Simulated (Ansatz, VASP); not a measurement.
**Cd3SeS2 in VASP and in Ansatz**

```xyz
6
Lattice="4.2521 0.0000 0.0000 -2.1260 3.6824 0.0000 0.0000 0.0000 10.4298" Properties=species:S:1:pos:R:3 pbc="T T T"
Cd    2.1260    1.2275    6.9529
Cd    0.0000    0.0000   10.3351
Cd    0.0000    2.4549    3.5776
Se    0.0000    0.0000    2.5842
S     2.1260    1.2275    9.5219
S     0.0000    2.4549    6.1401
```

Alike in both runs: functional PBE; k mesh 6 × 6 × 4; occupations gaussian, width 0.02 eV; no spin polarisation.

Ansatz relaxed the structure, and its values are those at the end. VASP's run is a single point on that final structure, the one shown.

|  | VASP | Ansatz |
| --- | --- | --- |
| version | VASP 6.6.1 | Ansatz 0.2.0 |
| potentials or method | VASP PAW PBE potentials, release 64 (Cd, Se, S), cutoff 520 eV | scalar-relativistic, plane waves, PAW |
| valence electrons in the cell | 54 | 88 |

```tsv
	VASP	Ansatz	Ansatz less VASP
gap on the k mesh at the Fermi level (eV)	0.66	0.66	+0.001
least direct gap on the mesh (eV)	0.66	0.66	+0.001
pressure (GPa)	0.3	0.0	-0.28
```

VASP's potentials hold 54 valence electrons a cell and Ansatz's 88, so a difference there can come from the potentials and not from the codes.
